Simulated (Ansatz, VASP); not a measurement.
One calculation of SiNi, two programs

Contents of INCAR:

```
SYSTEM = SiNi
PREC     = Accurate       ! precision mode
ENCUT    = 520            ! plane-wave cutoff, eV
EDIFF    = 1E-7           ! SCF threshold, eV
ISMEAR   = -1             ! smearing method
SIGMA    = 0.08           ! smearing width, eV
LREAL    = .False.        ! projectors in reciprocal space
LASPH    = .True.         ! aspherical terms in the spheres
NELM     = 60             ! most SCF steps
ALGO     = Normal         ! electronic algorithm
ISIF     = 2              ! what is computed and relaxed
LWAVE    = .False.        ! write WAVECAR
LCHARG   = .False.        ! write CHGCAR
GGA      = PE             ! functional
NBANDS   = 14             ! bands
```

KPOINTS

```
regular mesh
0
Gamma
  14 14 14
  0 0 0
```

File POSCAR:

```
SiNi
1.0
    0.0000000000      2.2005336594      2.2005336594
    2.2005336594      0.0000000000      2.2005336594
    2.2005336594      2.2005336594      0.0000000000
Ni Si
1 1
Direct
    0.0000000000      0.0000000000      0.0000000000
    0.5000000000      0.5000000000      0.5000000000
```

Input for Ansatz:

```yaml
crystal:
  lattice:
    - [0.0, 2.2005336594, 2.2005336594]
    - [2.2005336594, 0.0, 2.2005336594]
    - [2.2005336594, 2.2005336594, 0.0]
  atoms:
    - { symbol: Ni, position: [0.0, 0.0, 0.0] }
    - { symbol: Si, position: [0.5, 0.5, 0.5] }
kpoints:
  mp_grid: { grid: [14, 14, 14] }
  band_path:
    path:
      - [0.0, 0.0, 0.0]
      - [0.5, 0.0, 0.5]
      - [0.625, 0.25, 0.625]
      - [0.375, 0.375, 0.75]
      - [0.0, 0.0, 0.0]
      - [0.5, 0.5, 0.5]
      - [0.5, 0.25, 0.75]
      - [0.5, 0.0, 0.5]
    npoints: 8
scf:
  occupations: { method: fermi_dirac, width: 0.08 }
hamiltonian:
  xc: pbe
  pseudopotentials: { kind: all_electron, lapw: { basis_error: 0.001 } }
output:
  forces: true
  stress: true
  eigenvalues: true
  populations: true
  dos: { projected: true, de: 0.2, e_range: [-14, 8] }
```

Change from the starting cell: volume scaled by 0.8, LAPW.

Alike in both runs: task single point; functional PBE; k mesh 14 × 14 × 14; occupations fermi-dirac, width 0.08 eV; no spin polarisation.

```csv
,VASP,Ansatz
version,VASP 6.6.1,Ansatz 0.2.0
potentials or method,"VASP PAW PBE potentials, release 64 (Ni, Si), cutoff 520 eV","all-electron LAPW, scalar-relativistic"
```

```tsv
	VASP	Ansatz	Ansatz less VASP
pressure (GPa)	51.6	51.6	+0.04
```

Both programs put the cell under a high pressure, so it lies far from rest at this level. Ansatz ran all-electron here, and VASP with PAW potentials.
